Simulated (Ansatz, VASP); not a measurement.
**One calculation of Mg2C, two programs**

```xyz
6
Lattice="3.3161 0.0000 0.0000 0.0000 3.3161 0.0000 0.0000 0.0000 8.5839" Properties=species:S:1:pos:R:3 pbc="T T T"
Mg    3.3161    0.0000    0.0000
Mg    3.3161    0.0000    4.2920
Mg    1.6580    1.6580    2.1460
Mg    1.6580    1.6580    6.4379
C     0.0000    0.0000    2.1460
C     0.0000    0.0000    6.4379
```

Alike in both runs: task single point; functional PBE; k mesh 6 × 6 × 4; occupations gaussian, width 0.2 eV; no spin polarisation.

|  | VASP | Ansatz |
| --- | --- | --- |
| version | VASP 6.6.1 | Ansatz 0.2.0 |
| potentials or method | VASP PAW PBE potentials, release 64 (Mg, C), cutoff 520 eV | scalar-relativistic, plane waves, PAW |
| valence electrons in the cell | 16 | 48 |

Ansatz gave:

* gap on the k mesh at the Fermi level (eV): none
* pressure (GPa): -0.1
* traceless stress, the component that is largest in VASP (GPa): 0.98

Which values does VASP return?

gap on the k mesh at the Fermi level (eV): none; pressure (GPa): -0.3; traceless stress, the component that is largest in VASP (GPa): 1.08.

A gap of «none» marks a metal or a gap that the smearing closes. The functional is the same, so the differences come from potentials, cutoffs and numerics. VASP's potentials hold 16 valence electrons a cell and Ansatz's 48, so a difference there can come from the potentials and not from the codes.
